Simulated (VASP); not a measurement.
# SiC: relaxation of cell and atoms with PBE

Crystal: SiC.

```
Si C
1.0
     0.00000    2.18000    2.18000
     2.18000    0.00000    2.18000
     2.18000    2.18000    0.00000
Si C
1 1
Direct
  0.00000 0.00000 0.00000
  0.25000 0.25000 0.25000
```

```
Program                : VASP 6.6.1
Task                   : relaxation of cell and atoms
Functional             : PBE
Potentials or basis    : VASP PAW PBE potentials, release 64 (Si, C)
Cutoff                 : 600 eV
k mesh                 : 10 × 10 × 10
Occupations            : gaussian, width 0.02 eV
Spin                   : no spin polarisation
Dipole correction      : no
Further INCAR settings : ALGO = Normal; EDIFF = 1e-07; IBRION = 2; EDIFFG = -0.002; NSW = 100; ISIF = 3
```

```yaml
Relaxed_volume: 10.49 Å³/atom
Relaxed_cell: a = 3.096 Å, b = 3.096 Å, c = 3.096 Å, α = 60.00°, β = 60.00°, γ = 60.00°
Space_group_after_relaxing_to_0.1_Å: F-43m (No. 216)
Energy_gained_by_relaxing: 1.1 meV/atom
Ionic_steps: 3
Pressure_after_relaxing: 0.0 GPa
Band_gap_on_the_k_mesh: 1.37 eV (least direct gap 4.53 eV)
```

Step by step:
```csv
step,energy change (eV),largest force (eV/Å),pressure (GPa),volume (Å³)
1,0.0000,0.0000,2.76,20.72
2,0.0001,0.0000,-2.70,21.26
3,-0.0023,0.0000,0.00,20.99
```

Final structure:
```
Si C
1.0
     0.00000    2.18924    2.18924
     2.18924    0.00000    2.18924
     2.18924    2.18924    0.00000
Si C
1 1
Direct
  0.00000 0.00000 0.00000
  0.25000 0.25000 0.25000
```

Levels at points of the mesh, in eV from the valence-band top:
| k point | band 1 | band 2 | band 3 | band 4 | band 5 | band 6 | band 7 | band 8 |
| --- | --- | --- | --- | --- | --- | --- | --- | --- |
| (0.00, 0.00, 0.00) | -15.29 | 0.00 | 0.00 | 0.00 | 6.07 | 7.21 | 7.21 | 7.21 |
| (0.50, 0.00, 0.00) | -11.78 | -8.46 | -1.05 | -1.05 | 5.31 | 7.17 | 7.17 | 9.98 |
| (0.50, 0.50, 0.00) | -10.34 | -7.75 | -3.16 | -3.16 | 1.37 | 4.27 | 13.87 | 13.87 |

It took 13 s on 1 thread of Intel(R) Xeon(R) 6975P-C (Granite Rapids) (shared host), peak memory 0.15 GiB.

A k mesh can miss the band edges.
